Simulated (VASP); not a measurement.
# Sn in VASP: further runs

Runs on Sn. Level: LDA. Tasks: single point.

Program: VASP 6.6.1. These are calculated values, not measurements. Logs are shortened: lines on timing, memory, paths and dates and some standing lists are left out, and cuts for length are marked.

## Step 1: The cell of the first run

Symmetry: I4_1/amd, No. 141, tetragonal system. The conventional cell has a = 5.832 Å, b = 5.832 Å, c = 3.118 Å, α = 90.00°, β = 90.00°, γ = 90.00°. Sn (site symmetry -4m2) has 10 Sn at 3.02 to 3.74 Å within 4.0 Å.

## Step 2: Single point, LDA (zz strain of -2 %)

Input file INCAR:

```
PREC = Accurate
ENCUT = 520
EDIFF = 1E-6
ISMEAR = -1
SIGMA = 0.05
LREAL = False
LASPH = True
NELM = 100
ALGO = Normal
ISIF = 2
LWAVE = False
LCHARG = False
NBANDS = 21
```

Input file KPOINTS:

```
Automatic mesh
0
Gamma
  15 15 15
```

Input file POSCAR:

```
Sn
1.0
   -2.9158500000      2.9158500000      1.5588370000
    2.9158500000     -2.9158500000      1.5588370000
    2.9158500000      2.9158500000     -1.5588370000
Sn
2
Direct
    0.0000000000      0.0000000000      0.0000000000
    0.7500000000      0.2500000000      0.5000000000
```

Potentials or basis: VASP PAW LDA potentials, release 64 (Sn_d).

Started as:

```console
$ cat potpaw_LDA.64/Sn_d/POTCAR > POTCAR
$ mpirun -np 1 vasp_std > vasp.out
```

OUTCAR:

```text
PREC = Accurate
   ENCUT = 520
   EDIFF = 1E-6
   ISMEAR = -1
   LREAL = False
   LASPH = True
   NELM = 100
   ISIF = 2

 ion  position               nearest neighbor table
   1  0.000  0.000  0.000-   2 3.02   2 3.02   2 3.02   2 3.02   2 3.74   2 3.74   2 3.74   2 3.74

   2  0.750  0.250  0.500-   1 3.02   1 3.02   1 3.02   1 3.02   1 3.74   1 3.74   1 3.74   1 3.74

  LATTYP: Found a body centered tetragonal cell.
 ALAT       =     5.8317000000
 C/A-ratio  =     0.5346080903

  Lattice vectors:

 A1 = (  -2.9158500000,   2.9158500000,   1.5588370000)
 A2 = (   2.9158500000,  -2.9158500000,   1.5588370000)
 A3 = (   2.9158500000,   2.9158500000,  -1.5588370000)

Analysis of symmetry for initial positions (statically):
=====================================================================
 Subroutine PRICEL returns:
 Original cell was already a primitive cell.

 Routine SETGRP: Setting up the symmetry group for a
 body centered tetragonal supercell.

 Subroutine GETGRP returns: Found 16 space group operations
 (whereof  8 operations were pure point group operations)
 out of a pool of 16 trial point group operations.

The static configuration has the point symmetry D_2d.
 The point group associated with its full space group is D_4h.

Analysis of symmetry for dynamics (positions and initial velocities):
=====================================================================
 Subroutine PRICEL returns:
 Original cell was already a primitive cell.

 Routine SETGRP: Setting up the symmetry group for a
 body centered tetragonal supercell.

 Subroutine GETGRP returns: Found 16 space group operations
 (whereof  8 operations were pure point group operations)
 out of a pool of 16 trial point group operations.

The dynamic configuration has the point symmetry D_2d.
 The point group associated with its full space group is D_4h.

 Subroutine INISYM returns: Found 16 space group operations
 (whereof  8 operations are pure point group operations),
 and found     1 'primitive' translations

----------------------------------------------------------------------------------------

                                     Primitive cell

  volume of cell :      53.0141

[... 81 lines left out ...]
   ICHARG =      2    charge: 1-file 2-atom 10-const
   ISPIN  =      1    spin polarized calculation?
   LNONCOLLINEAR =      F non collinear calculations
   LSORBIT =      F    spin-orbit coupling
   LASPH  =      T    aspherical Exc in radial PAW
   ENCUT  =  520.0 eV  38.22 Ry    6.18 a.u.   8.20  8.20  8.20*2*pi/ulx,y,z
   NELM   =    100;   NELMIN=  2; NELMDL= -5     # of ELM steps
   EDIFF  = 0.1E-05   stopping-criterion for ELM
   LREAL  =      F    real-space projection
   EDIFFG = 0.1E-04   stopping-criterion for IOM
   NSW    =      0    number of steps for IOM
   IBRION =     -1    ionic relax: 0-MD 1-quasi-New 2-CG
   NFREE  =      0    steps in history (QN), initial steepest desc. (CG)
   ISIF   =      2    stress and relaxation
   ISYM   =      2    0-nonsym 1-usesym 2-fastsym
   POTIM  = 0.5000    time-step for ionic-motion
   TEBEG  =    0.0;   TEEND  =   0.0 temperature during run
   PSTRESS=    0.0 pullay stress
   NELECT =      28.0000    total number of electrons
   NUPDOWN=      -1.0000    fix difference up-down
   EMIN   =  10.00;   EMAX   =-10.00  energy-range for DOS
   EFERMI =   0.00;   METHOD = LEGACY
   ISMEAR =    -1;   SIGMA  =   0.05  broadening in eV -4-tet -1-fermi 0-gaus
   EFERMI_NEDOS =   21; number of points for ismear=-14 and -15
   IALGO  =     38    algorithm
   IMIX   =      4    mixing-type and parameters
     AMIX     =   0.40;   BMIX     =  1.00
     AMIX_MAG =   1.60;   BMIX_MAG =  1.00
  volume/ion in A,a.u.               =      26.51       178.88
  Fermi-wavevector in a.u.,A,eV,Ry     =   1.323317  2.500706 23.826078  1.751167
  Thomas-Fermi vector in A             =   2.452934
   LORBIT       =      0    0 simple, 1 ext, 2 COOP (PROOUT), +10 PAW based schemes
   GGA     = CA    functional components
   LHFCALC =     F    Hartree Fock is set to
   AEXX    =    0.0000 exact exchange contribution
   IVDW    =     0    specifies the selected vdW correction
   LEPSILON=     F    determine dielectric tensor
   LRPA    =     F    only Hartree local field effects (RPA)
 non-spin polarized calculation
  energy-cutoff  :      520.00
  volume of cell :       53.01
 maximum number of plane-waves:      1445
 NGX is ok and might be reduce to    36
   NGX = 17   NGY = 17   NGZ = 17

 number of electron      28.0000001 magnetization

 Free energy of the ion-electron system (eV)
  ---------------------------------------------------
  ext. energy  EPLUGINS =         0.00000000
  ---------------------------------------------------
  free energy    TOTEN  =        -8.98232819 eV

  energy without entropy =       -8.97585740  energy(sigma->0) =       -8.97909279

 E-fermi :   7.9989     XC(G=0): -10.6572

 val. band max:        7.9583250240   @ k =   0.4667   0.3333   0.0667
 cond. band min:       8.0226463818   @ k =  -0.4000  -0.4000   0.4000
 fundamental gap:      0.0643213577
 Fermi energy:         7.9988544401

 k-point     1 :       0.0000    0.0000    0.0000
  band No.  band energies     occupation
      1     -13.5864      2.00000
      2     -13.5193      2.00000
      3     -13.4628      2.00000
      4     -13.4531      2.00000
      5     -13.2726      2.00000
      6     -13.2726      2.00000
[... 565 lines left out ...]
     20      15.1601      0.00000
     21      16.0340      0.00000

 [... further k-points ...]

------------------------ aborting loop because EDIFF is reached ----------------------------------------

  FORCE on cell =-STRESS in cart. coord.  units (eV):
  Direction    XX          YY          ZZ          XY          YZ          ZX
  --------------------------------------------------------------------------------------
  -------------------------------------------------------------------------------------
  Total       -0.2462425     -0.2462425     -0.2070425      0.0000000      0.0000000      0.0000000
  in kB       -7.4418780     -7.4418780     -6.2571854      0.0000000      0.0000000      0.0000000
  external PRESSURE =      -7.0469805 kB  Pullay stress =       0.0000000 kB

 VOLUME and BASIS-vectors are now :
 -----------------------------------------------------------------------------
  energy-cutoff  :      520.00
  volume of cell :       53.01
      direct lattice vectors                 reciprocal lattice vectors
    -2.915850000  2.915850000  1.558837000     0.000000000  0.171476585  0.320751945
     2.915850000 -2.915850000  1.558837000     0.171476585  0.000000000  0.320751945
     2.915850000  2.915850000 -1.558837000     0.171476585  0.171476585  0.000000000

 POSITION                                       TOTAL-FORCE (eV/Angst)
 -----------------------------------------------------------------------------------
      0.00000      0.00000      0.00000         0.000000     -0.000000     -0.000000
     -0.00000      2.91585      0.77942        -0.000000      0.000000      0.000000
 -----------------------------------------------------------------------------------
    total drift:                               -0.000000      0.000000     -0.000000

  FREE ENERGIE OF THE ION-ELECTRON SYSTEM (eV)
  ---------------------------------------------------
  free  energy   TOTEN  =        -8.9823281890 eV

  energy  without entropy=       -8.9758573967  energy(sigma->0) =       -8.97909279
```

stdout:

```text
POSCAR found type information on POSCAR Sn
 POSCAR found :  1 types and       2 ions
 scaLAPACK will be used
 LDA part: xc-table for (Slater(with rela. corr.)+CA(PZ))
 , standard interpolation
 POSCAR, INCAR and KPOINTS ok, starting setup
 FFT: planning ... GRIDC
 FFT: planning ... GRID_SOFT
 FFT: planning ... GRID
 WAVECAR not read
 entering main loop
```

It took 3.3 min on 1 thread of AMD EPYC 9R45 (Zen 5), shared host; peak memory 0.33 GiB.

Results:

| Quantity | Value |
| --- | --- |
| Free energy | -8.9823 eV |
| Pressure | -0.7 GPa |
| Band gap on the k mesh | zero (bands 14 and 15 overlap by 4.26 eV) |

Stress tensor (GPa, compression positive):
```
-0.74  0.00  0.00
 0.00 -0.74  0.00
 0.00  0.00 -0.63
```

Caveat: the cell differs from its parent crystal (zz strain of -2 %); spin-orbit coupling is left out, which moves the levels of the heavy elements.

## Step 3: Single point, LDA (equal xy, yz and zx shear strains of +1 %)

Input file INCAR:

```
PREC = Accurate
ENCUT = 520
EDIFF = 1E-6
ISMEAR = -1
SIGMA = 0.05
LREAL = F
LASPH = T
NELM = 100
ALGO = Normal
ISIF = 2
LWAVE = F
LCHARG = F
GGA = CA
NBANDS = 21
```

Input file KPOINTS:

```
regular mesh
0
Gamma
  15 15 15
```

Input file POSCAR:

```
Sn
1.0
   -2.8933175000      2.9092240000      1.5906500000
    2.9092240000     -2.8933175000      1.5906500000
    2.9224760000      2.9224760000     -1.5614915000
Sn
2
Direct
    0.0000000000      0.0000000000      0.0000000000
    0.7500000000      0.2500000000      0.5000000000
```

Potentials or basis: VASP PAW LDA potentials, release 64 (Sn_d).

Started as:

```console
$ cat potpaw_LDA.64/Sn_d/POTCAR > POTCAR
$ mpirun -np 1 vasp_std > vasp.out
```

It took 15 min on 1 thread of Oxide Virtual Turin-like, shared host; peak memory 0.78 GiB.

Results (log left out):

| Property | Result |
| --- | --- |
| Free energy | -8.9706 eV |
| Pressure | -1.8 GPa |
| Largest force | 0.027 eV/Å |
| Band gap on the k mesh | zero (bands 14 and 15 overlap by 4.32 eV) |

Forces on the atoms (eV/Å):
```
Sn  -0.019  0.019  0.000
Sn   0.019 -0.019  0.000
```

Stress tensor (GPa, compression positive):
```
-1.48 -0.27 -0.28
-0.27 -1.48 -0.28
-0.28 -0.28 -2.41
```

Levels at points of the mesh, in eV from the Fermi level:
```csv
k point,band 11,band 12,band 13,band 14,band 15,band 16,band 17,band 18
"(0.00, 0.00, 0.00)",-11.16,-3.70,-2.03,-1.89,3.09,6.18,6.22,6.77
```

Caveat: the cell differs from its parent crystal (equal xy, yz and zx shear strains of +1 %); spin-orbit coupling is left out, which moves the levels of the heavy elements.
